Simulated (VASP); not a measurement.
Input of a VASP 6.6.1 run:

File INCAR:

```
ALGO = Normal
EDIFF = 1E-7
ENCUT = 520
GGA = PE
ISIF = 2
ISMEAR = -1
IVDW = 12
LASPH = True
LCHARG = True
LELF = True
LREAL = False
LVHAR = True
LWAVE = False
NBANDS = 17
NELM = 60
PREC = Accurate
SIGMA = 0.05
```

The input KPOINTS:

```
k-points
0
Gamma
  8 8 8
```

POSCAR

```
GaF
1.0
    3.3438589760      0.0000000000      0.0000000000
    0.0000000000      3.3438589760      0.0000000000
    0.0000000000      0.0000000000      3.3438589760
Ga F
1 1
Direct
    0.0000000000      0.0000000000      0.0000000000
    0.5000000000      0.5000000000      0.5000000000
```

Potentials or basis: VASP PAW PBE potentials, release 64 (Ga_d, F).

The run is started by

```sh
$ cat potpaw_PBE.64/Ga_d/POTCAR potpaw_PBE.64/F/POTCAR > POTCAR
$ mpirun -np 1 vasp_std > vasp.out
```

Problem. Predict the dispersion energy per atom.

Solution. -0.238 eV.

Problem. Predict the pressure.

Solution. -0.2 GPa.
